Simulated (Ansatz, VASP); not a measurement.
# BN in VASP and in Ansatz

```
B N
1.0
     2.68835    0.04219   -0.09170
    -1.30764    2.03814    0.01088
    -0.15165   -0.06677    4.16642
B N
2 2
Direct
  0.69368 0.36206 0.98956
  0.32000 0.66967 0.51668
  0.65524 0.32427 0.62895
  0.33107 0.64400 0.11481
```

Change from the starting cell: all atoms moved at random (sigma 0.06 Å a component), cell strained at random (sigma 0.05).

Alike in both runs: task single point; functional PBE; k mesh 12 × 12 × 6; occupations gaussian, width 0.05 eV; no spin polarisation.

|  | VASP | Ansatz |
| --- | --- | --- |
| version | VASP 6.6.1 | Ansatz 0.2.0 |
| potentials or method | VASP PAW PBE potentials, release 64 (B, N), cutoff 520 eV | scalar-relativistic, plane waves, PAW |
| valence electrons in the cell | 16 | 16 |

|  | VASP | Ansatz | Ansatz less VASP |
| --- | --- | --- | --- |
| gap on the k mesh at the Fermi level (eV) | 3.53 | 3.55 | +0.013 |
| least direct gap on the mesh (eV) | 5.88 | 5.88 | +0.005 |
| pressure (GPa) | 22.0 | 21.7 | -0.31 |
| traceless stress, the component that is largest in VASP (GPa) | -51.73 | -51.61 | +0.123 |
| rms of the force components (eV/Å) | 1.794 | 1.787 | -0.0071 |

Atom by atom the forces differ by 0.011 eV/Å (rms over components).
